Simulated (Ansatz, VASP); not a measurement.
CuCl: VASP beside Ansatz

```xyz
8
Lattice="3.8327 0.0000 0.0000 -1.9163 3.3192 0.0000 0.0000 0.0000 25.1704" Properties=species:S:1:pos:R:3 pbc="T T T"
Cl    0.0000    0.0000    7.5000
Cl    0.0000    2.2128   10.6294
Cl    1.9163    1.1064   13.7587
Cl    0.0000    0.0000   16.8881
Cu    0.0000    2.2128    8.2823
Cu    1.9163    1.1064   11.4117
Cu    0.0000    0.0000   14.5410
Cu    0.0000    2.2128   17.6704
```

Alike in both runs: task single point; functional PBE; k mesh 8 × 8 × 1; occupations fermi-dirac, width 0.05 eV; no spin polarisation.

```csv
,VASP,Ansatz
version,VASP 6.6.1,Ansatz 0.2.0
potentials or method,"VASP PAW PBE potentials, release 64 (Cl, Cu)",Ansatz PAW
plane-wave cutoff (eV),520,420
valence electrons in the cell,72,104
```

VASP gave:

| Property | Result |
| --- | --- |
| gap on the k mesh at the Fermi level (eV) | none |
| rms of the force components (eV/Å) | 0.224 |

Task: Which values does Ansatz return?

Result: gap on the k mesh at the Fermi level (eV): none; rms of the force components (eV/Å): 0.225.

A gap of «none» marks a metal or a gap that the smearing closes. VASP's potentials hold 72 valence electrons a cell and Ansatz's 104, so a difference there can come from the potentials and not from the codes.
